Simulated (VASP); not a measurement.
Runs of VASP 6.6.1 on Ru. The structure is that of space group P6_3/mmc (No. 194), or close to it. The cells are those of the table. 

| task | cell | gap on the mesh (eV) | pressure (GPa) | largest force (eV/Å) |
| --- | --- | --- | --- | --- |
| electric field gradients | a = 2.706, b = 2.729, c = 4.282 Å, angles 90.0, 90.0, 120.9°, 2 atoms | none | 4.6 | 0.09 |
| electric field gradients | a = 2.733, b = 2.733, c = 4.324 Å, angles 90.0, 90.0, 120.0°, 2 atoms | none | -4.8 | - |
| electric field gradients | a = 2.706, b = 2.729, c = 4.282 Å, angles 90.4, 91.1, 120.9°, 2 atoms | none | (a) | 0.10 |
| single point | a = 2.759, b = 2.759, c = 4.366 Å, angles 90.0, 90.0, 120.0°, 2 atoms | none | -12.5 | - |

Alike in all rows: level PBE; potentials or basis VASP PAW PBE potentials, release 64 (Ru_pv); no spin polarisation; k mesh 14 × 14 × 8; cutoff (eV) 520; smearing fermi-dirac 0.03 eV.

Question: Estimate the missing entries.

Answer: (a) 4.9.

Caveats: the cell stands under pressure (at least some runs); the cell stands under tension (at least some runs).

A k mesh can miss the band edges, and the runs leave out spin-orbit coupling on Ru.

A gap of «none» marks levels without a gap at the run's occupations.
